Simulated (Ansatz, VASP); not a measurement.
# Two plane-wave programs on Na16F

```
CELL_PARAMETERS angstrom
8.46000 0.00000 0.00000
0.00000 8.46000 0.00000
0.00000 0.00000 8.46000
ATOMIC_POSITIONS crystal
Na 0.99999 0.99016 0.02325
Na 0.49999 0.00673 0.01192
Na 0.99998 0.52625 0.98121
Na 0.99999 0.99003 0.47656
Na 0.22676 0.25931 0.24990
Na 0.49999 0.48495 0.98316
Na 0.49999 0.00672 0.48789
Na 0.77323 0.25929 0.24990
Na 0.99998 0.52623 0.51856
Na 0.26912 0.72310 0.24986
Na 0.23803 0.24292 0.74991
Na 0.49999 0.48496 0.51668
Na 0.73085 0.72309 0.24986
Na 0.76194 0.24292 0.74991
Na 0.26713 0.76393 0.74994
Na 0.73285 0.76393 0.74994
F 0.99999 0.12486 0.24991
```

Alike in both runs: functional PBE; k mesh 2 × 2 × 2; occupations gaussian, width 0.15 eV; no spin polarisation.

Ansatz relaxed the structure, and its values are those at the end. VASP's run is a single point on that final structure, the one shown.

```csv
,VASP,Ansatz
version,VASP 6.6.1,Ansatz 0.2.0
potentials or method,"VASP PAW PBE potentials, release 64 (Na_pv, F), cutoff 520 eV","scalar-relativistic, plane waves, PAW"
valence electrons in the cell,119,151
```

|  | VASP | Ansatz | Ansatz less VASP |
| --- | --- | --- | --- |
| rms of the force components (eV/Å) | 0.003 | 0.003 | +0.0008 |

VASP's potentials hold 119 valence electrons a cell and Ansatz's 151, so a difference there can come from the potentials and not from the codes.

The k mesh is coarse, so the values compare programs but aren't converged.
